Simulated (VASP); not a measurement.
# Al2O3 (P-3m1) in VASP: single point with LDA

Aim: the single point of Al2O3 with LDA.

All numbers are computed with VASP 6.6.1; they aren't measurements. Logs are shortened: lines on timing, memory, paths and dates and some standing lists are left out, and cuts for length are marked.

### Step 1. The cell of the first run

Symmetry: P-3m1, No. 164, trigonal system. The conventional cell has a = 3.138 Å, b = 3.138 Å, c = 6.969 Å, α = 90.00°, β = 90.00°, γ = 120.00°. Within 2.1 Å of Al (site symmetry 3m) lie 4 O at 1.55 to 1.89 Å. O (site symmetry 3m) has 3 Al at 1.89 Å within 2.5 Å. O (site symmetry -3m) has 2 Al at 1.55 Å within 2.1 Å.

### Step 2. Single point, LDA (strain +0.040 along x and y, -0.080 along z)

The input, INCAR:

```
  ALGO = Normal
  EDIFF = 1E-6
  ENCUT = 1340
  GGA_COMPAT = F
  ISIF = 2
  ISMEAR = 0
  LASPH = T
  LCHARG = F
  LREAL = F
  LWAVE = F
  NBANDS = 20
  NELM = 120
  PREC = Accurate
  SIGMA = 0.05
```

The input, KPOINTS:

```
k-points
0
Gamma
  12 12 4
```

The input, POSCAR:

```
Al2O3
1.0
    3.1381818458      0.0000000000      0.0000000000
   -1.5690909229      2.7177452001      0.0000000000
    0.0000000000      0.0000000000      6.9686651220
Al O
2 3
Direct
    0.0000000000      0.0000000000      0.2779510000
    0.0000000000      0.0000000000      0.7220490000
    0.3333333333      0.6666666667      0.1994540000
    0.6666666667      0.3333333333      0.8005460000
    0.0000000000      0.0000000000      0.5000000000
```

Potentials or basis: VASP PAW LDA potentials, release 64 (Al, O_h).

Command:

```sh
$ cat potpaw_LDA.64/Al/POTCAR potpaw_LDA.64/O_h/POTCAR > POTCAR
$ mpirun -np 1 vasp_std > vasp.out
```

OUTCAR:

```text
EDIFF = 1E-6
   ENCUT = 1340
   ISIF = 2
   ISMEAR = 0
   LASPH = T
   LREAL = F
   NELM = 120
   PREC = Accurate

 ion  position               nearest neighbor table
   1  0.000  0.000  0.278-   5 1.55   3 1.89   3 1.89   3 1.89   2 3.09
   2  0.000  0.000  0.722-   5 1.55   4 1.89   4 1.89   4 1.89   1 3.09
   3  0.333  0.667  0.199-   1 1.89   1 1.89   1 1.89
   4  0.667  0.333  0.801-   2 1.89   2 1.89   2 1.89
   5  0.000  0.000  0.500-   1 1.55   2 1.55

  LATTYP: Found a hexagonal cell.
 ALAT       =     3.1381818458
 C/A-ratio  =     2.2206059000

  Lattice vectors:

 A1 = (   3.1381818458,   0.0000000000,   0.0000000000)
 A2 = (  -1.5690909229,   2.7177452001,   0.0000000000)
 A3 = (   0.0000000000,   0.0000000000,   6.9686651220)

Analysis of symmetry for initial positions (statically):
=====================================================================
 Subroutine PRICEL returns:
 Original cell was already a primitive cell.

 Routine SETGRP: Setting up the symmetry group for a
 hexagonal supercell.

 Subroutine GETGRP returns: Found 12 space group operations
 (whereof 12 operations were pure point group operations)
 out of a pool of 24 trial point group operations.

The static configuration has the point symmetry D_3d.

Analysis of symmetry for dynamics (positions and initial velocities):
=====================================================================
 Subroutine PRICEL returns:
 Original cell was already a primitive cell.

 Routine SETGRP: Setting up the symmetry group for a
 hexagonal supercell.

 Subroutine GETGRP returns: Found 12 space group operations
 (whereof 12 operations were pure point group operations)
 out of a pool of 24 trial point group operations.

The dynamic configuration has the point symmetry D_3d.

 Subroutine INISYM returns: Found 12 space group operations
 (whereof 12 operations are pure point group operations),
 and found     1 'primitive' translations

----------------------------------------------------------------------------------------

                                     Primitive cell

  volume of cell :      59.4342

  direct lattice vectors                    reciprocal lattice vectors
     3.138181846  0.000000000  0.000000000     0.318655849  0.183976040  0.000000000
    -1.569090923  2.717745200  0.000000000     0.000000000  0.367952080  0.000000000
     0.000000000  0.000000000  6.968665122     0.000000000  0.000000000  0.143499506

  length of vectors
     3.138181846  3.138181846  6.968665122     0.367952080  0.367952080  0.143499506

  position of ions in fractional coordinates (direct lattice)
     0.000000000  0.000000000  0.277951000
     0.000000000  0.000000000  0.722049000
     0.333333333  0.666666667  0.199454000
     0.666666667  0.333333333  0.800546000
     0.000000000  0.000000000  0.500000000

  ion indices of the primitive-cell ions
   primitive index   ion index
                 1           1
                 2           2
                 3           3
                 4           4
                 5           5

----------------------------------------------------------------------------------------

 KPOINTS: k-points

Automatic generation of k-mesh.
 Grid dimensions read from file:
 generate k-points for:   12   12    4

 Generating k-lattice:

  Cartesian coordinates                     Fractional coordinates (reciprocal lattice)
     0.026554654  0.015331337  0.000000000     0.083333333 -0.000000000  0.000000000
     0.000000000  0.030662673  0.000000000     0.000000000  0.083333333  0.000000000
     0.000000000  0.000000000  0.035874876     0.000000000  0.000000000  0.250000000

  Length of vectors
     0.030662673  0.030662673  0.035874876

  Shift w.r.t. Gamma in fractional coordinates (k-lattice)
     0.000000000  0.000000000  0.000000000

 Subroutine IBZKPT returns following result:
 ===========================================

 Found     69 irreducible k-points:

 Following reciprocal coordinates:
            Coordinates               Weight
  0.000000  0.000000  0.000000      1.000000
  0.083333 -0.000000  0.000000      6.000000
  0.166667  0.000000  0.000000      6.000000
  0.250000 -0.000000  0.000000      6.000000
  0.333333  0.000000  0.000000      6.000000
  0.416667  0.000000  0.000000      6.000000
[... 16 lines left out ...]
  0.166667  0.000000  0.250000      6.000000
  0.000000  0.166667  0.250000      6.000000
 [... further k-points ...]
   k-points           NKPTS =     69   k-points in BZ     NKDIM =     69   number of bands    NBANDS=     20
   number of dos      NEDOS =    301   number of ions     NIONS =      5
   total plane-waves  NPLWV = 134400
   dimension x,y,z NGX =    40 NGY =   40 NGZ =   84
   dimension x,y,z NGXF=    80 NGYF=   80 NGZF=  168
   ions per type =               2   3
   NGX,Y,Z   is equivalent  to a cutoff of  21.19, 21.19, 20.04 a.u.
   NGXF,Y,Z  is equivalent  to a cutoff of  42.38, 42.38, 40.08 a.u.
 SYSTEM =  unknown system
   PREC   = accura    normal or accurate (medium, high low for compatibility)
   ISTART =      0    job   : 0-new  1-cont  2-samecut
   ICHARG =      2    charge: 1-file 2-atom 10-const
   ISPIN  =      1    spin polarized calculation?
   LNONCOLLINEAR =      F non collinear calculations
   LSORBIT =      F    spin-orbit coupling
   LASPH  =      T    aspherical Exc in radial PAW
   ENCUT  = 1340.0 eV  98.49 Ry    9.92 a.u.   9.37  9.37 20.80*2*pi/ulx,y,z
   NELM   =    120;   NELMIN=  2; NELMDL= -5     # of ELM steps
   EDIFF  = 0.1E-05   stopping-criterion for ELM
   LREAL  =      F    real-space projection
   EDIFFG = 0.1E-04   stopping-criterion for IOM
   NSW    =      0    number of steps for IOM
   IBRION =     -1    ionic relax: 0-MD 1-quasi-New 2-CG
   NFREE  =      0    steps in history (QN), initial steepest desc. (CG)
   ISIF   =      2    stress and relaxation
   ISYM   =      2    0-nonsym 1-usesym 2-fastsym
   POTIM  = 0.5000    time-step for ionic-motion
   TEBEG  =    0.0;   TEEND  =   0.0 temperature during run
   PSTRESS=    0.0 pullay stress
   NELECT =      24.0000    total number of electrons
   NUPDOWN=      -1.0000    fix difference up-down
   EMIN   =  10.00;   EMAX   =-10.00  energy-range for DOS
   EFERMI =   0.00;   METHOD = LEGACY
   ISMEAR =     0;   SIGMA  =   0.05  broadening in eV -4-tet -1-fermi 0-gaus
   EFERMI_NEDOS =   21; number of points for ismear=-14 and -15
   IALGO  =     38    algorithm
   IMIX   =      4    mixing-type and parameters
     AMIX     =   0.40;   BMIX     =  1.00
     AMIX_MAG =   1.60;   BMIX_MAG =  1.00
  volume/ion in A,a.u.               =      11.89        80.22
  Fermi-wavevector in a.u.,A,eV,Ry     =   1.210040  2.286644 19.921610  1.464197
  Thomas-Fermi vector in A             =   2.345599
   LORBIT       =      0    0 simple, 1 ext, 2 COOP (PROOUT), +10 PAW based schemes
   GGA     = CA    functional components
   LHFCALC =     F    Hartree Fock is set to
   AEXX    =    0.0000 exact exchange contribution
   IVDW    =     0    specifies the selected vdW correction
   LEPSILON=     F    determine dielectric tensor
   LRPA    =     F    only Hartree local field effects (RPA)
 non-spin polarized calculation
 Gauss-broadening in eV      SIGMA  =   0.05
  energy-cutoff  :     1340.00
  volume of cell :       59.43
 maximum number of plane-waves:      6690
 NGX is ok and might be reduce to    40
   NGX = 19   NGY = 19   NGZ = 41

 number of electron      24.0000000 magnetization

 Free energy of the ion-electron system (eV)
  ---------------------------------------------------
  ext. energy  EPLUGINS =         0.00000000
  ---------------------------------------------------
  free energy    TOTEN  =       -38.77720107 eV

  energy without entropy =      -38.77720107  energy(sigma->0) =      -38.77720107

 E-fermi :   2.8392     XC(G=0): -10.2837

 val. band max:        2.5928365176   @ k =   0.0000   0.0000   0.0000
 cond. band min:       5.9412599893   @ k =   0.0000   0.0000   0.0000
 fundamental gap:      3.3484234717
 Fermi energy:         2.8391570415

 k-point     1 :       0.0000    0.0000    0.0000
  band No.  band energies     occupation
      1     -14.9268      2.00000
      2     -14.3457      2.00000
      3     -13.2983      2.00000
      4      -2.0477      2.00000
      5       0.0073      2.00000
      6       0.5970      2.00000
[... 12 lines left out ...]
     19      15.0580      0.00000
     20      15.5296      0.00000

 k-point     2 :       0.0833   -0.0000    0.0000
  band No.  band energies     occupation
      1     -14.8732      2.00000
      2     -14.3057      2.00000
      3     -13.2854      2.00000
      4      -2.0502      2.00000
      5      -0.0605      2.00000
      6       0.3842      2.00000
[... 12 lines left out ...]
     19      15.3437      0.00000
     20      15.7026      0.00000

 k-point     3 :       0.1667    0.0000    0.0000
  band No.  band energies     occupation
      1     -14.7197      2.00000
      2     -14.1942      2.00000
      3     -13.2533      2.00000
      4      -2.0946      2.00000
      5      -0.4789      2.00000
      6      -0.0356      2.00000
[... 12 lines left out ...]
     19      15.6316      0.00000
     20      15.9402      0.00000

 k-point     4 :       0.2500   -0.0000    0.0000
  band No.  band energies     occupation
      1     -14.4890      2.00000
      2     -14.0374      2.00000
      3     -13.2202      2.00000
      4      -2.2747      2.00000
      5      -1.1713      2.00000
      6      -0.4442      2.00000
[... 429 lines left out ...]
 k-point    23 :       0.1667    0.0000    0.2500
  band No.  band energies     occupation
      1     -14.6804      2.00000
      2     -14.2613      2.00000
      3     -13.2235      2.00000
      4      -2.1071      2.00000
      5      -0.4215      2.00000
      6      -0.1936      2.00000
[... 12 lines left out ...]
     19      15.5196      0.00000
     20      16.4861      0.00000

 k-point    24 :       0.0000    0.1667    0.2500
  band No.  band energies     occupation
      1     -14.6782      2.00000
      2     -14.2652      2.00000
      3     -13.2216      2.00000
      4      -2.1232      2.00000
      5      -0.4949      2.00000
      6      -0.1826      2.00000
[... 12 lines left out ...]
     19      15.6032      0.00000
     20      16.3782      0.00000

 [... further k-points ...]

------------------------ aborting loop because EDIFF is reached ----------------------------------------

  FORCE on cell =-STRESS in cart. coord.  units (eV):
  Direction    XX          YY          ZZ          XY          YZ          ZX
  --------------------------------------------------------------------------------------
  -------------------------------------------------------------------------------------
  Total       -7.8485607     -7.8485607     16.5148623      0.0000000      0.0000000      0.0000000
  in kB     -211.5749098   -211.5749098    445.1937931      0.0000000      0.0000000      0.0000000
  external PRESSURE =       7.3479912 kB  Pullay stress =       0.0000000 kB

 VOLUME and BASIS-vectors are now :
 -----------------------------------------------------------------------------
  energy-cutoff  :     1340.00
  volume of cell :       59.43
      direct lattice vectors                 reciprocal lattice vectors
     3.138181846  0.000000000  0.000000000     0.318655849  0.183976040  0.000000000
    -1.569090923  2.717745200  0.000000000     0.000000000  0.367952080  0.000000000
     0.000000000  0.000000000  6.968665122     0.000000000  0.000000000  0.143499506

 POSITION                                       TOTAL-FORCE (eV/Angst)
 -----------------------------------------------------------------------------------
      0.00000      0.00000      1.93695         0.000000      0.000000     -5.720722
      0.00000      0.00000      5.03172         0.000000     -0.000000      5.720722
     -0.00000      1.81183      1.38993        -0.000000      0.000000      0.285076
      1.56909      0.90592      5.57874        -0.000000      0.000000     -0.285076
      0.00000      0.00000      3.48433         0.000000      0.000000      0.000000
 -----------------------------------------------------------------------------------
    total drift:                                0.000000     -0.000000      0.000000

  FREE ENERGIE OF THE ION-ELECTRON SYSTEM (eV)
  ---------------------------------------------------
  free  energy   TOTEN  =       -38.7772010705 eV

  energy  without entropy=      -38.7772010705  energy(sigma->0) =      -38.77720107
```

Wall time 4.3 min (1 thread of Intel Xeon Platinum 8375C at 2.90GHz (Ice Lake), shared host); peak memory 0.45 GiB.

What came out:

```yaml
Free_energy: -38.7772 eV
Pressure: 0.7 GPa
Largest_force: 5.721 eV/Å
Band_gap_on_the_k_mesh: 3.35 eV
```

Forces in eV/Å, atoms in the order of the input:
```
Al   0.000  0.000 -5.721
Al   0.000  0.000  5.721
O    0.000  0.000  0.285
O    0.000  0.000 -0.285
O    0.000  0.000  0.000
```

Stress tensor (GPa, compression positive):
```
-21.16   0.00   0.00
  0.00 -21.16   0.00
  0.00   0.00  44.52
```

Levels at points of the mesh, in eV from the valence-band top:
```csv
k point,band 10,band 11,band 12,band 13,band 14,band 15
"(0.00, 0.00, 0.00)",-0.52,0.00,0.00,3.35,5.42,8.56
"(0.50, 0.00, 0.00)",-1.11,-0.29,-0.28,5.74,7.55,8.86
"(0.00, 0.00, 0.50)",-1.40,0.00,0.00,4.17,4.68,9.18
"(0.50, 0.00, 0.50)",-1.44,-0.26,-0.12,6.50,6.53,9.43
```

Caveat: the cell differs from its parent crystal (strain +0.040 along x and y, -0.080 along z); the stress differs along the axes, from -21 to 45 GPa; forces of over 1 eV/Å act on the atoms, so gaps and moduli don't describe the material at rest. A k mesh can miss the band edges.
